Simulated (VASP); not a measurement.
Set up this calculation in VASP 6.6.1, as the native input.

| Item | Value |
| --- | --- |
| Task | single point |
| Functional | PBE |
| Potentials or basis | VASP PAW PBE potentials, release 64 (Na_pv, Cl) |
| Cutoff | 520 eV |
| k mesh | 8 × 8 × 8 |
| Occupations | gaussian, width 0.01 eV |
| Spin | no spin polarisation |
| Dipole correction | no |
| Further INCAR settings | ALGO = Normal; EDIFF = 1e-06; NBANDS = 14 |

The structure of NaCl lies in POSCAR:

```
NaCl
1.0
    0.0000000000      2.6020722712      2.6020722712
    2.6020722712      0.0000000000      2.6020722712
    2.6020722712      2.6020722712      0.0000000000
Na Cl
1 1
Direct
    0.0000000000      0.0000000000      0.0000000000
    0.5000000000      0.5000000000      0.5000000000
```

The input as run:

INCAR

```
PREC = Accurate ; ENCUT = 520
EDIFF = 1E-6 ; ISMEAR = 0
SIGMA = 0.01 ; LREAL = F
LASPH = T ; NELM = 100
ALGO = Normal ; ISIF = 2
LWAVE = F ; LCHARG = F
GGA = PE ; NBANDS = 14
```

KPOINTS

```
Automatic mesh
0
Gamma
  8 8 8
```

Potentials or basis: VASP PAW PBE potentials, release 64 (Na_pv, Cl).

Run with:

```sh
$ cat potpaw_PBE.64/Na_pv/POTCAR potpaw_PBE.64/Cl/POTCAR > POTCAR
$ mpirun -np 1 vasp_std > vasp.out
```

Results of the run:

- Pressure: 12.0 GPa
- Band gap on the k mesh: 6.22 eV, direct

It took 9.6 s on 1 thread of Intel(R) Xeon(R) Platinum 8559C (Emerald Rapids), on a shared host, peak memory 0.15 GiB.
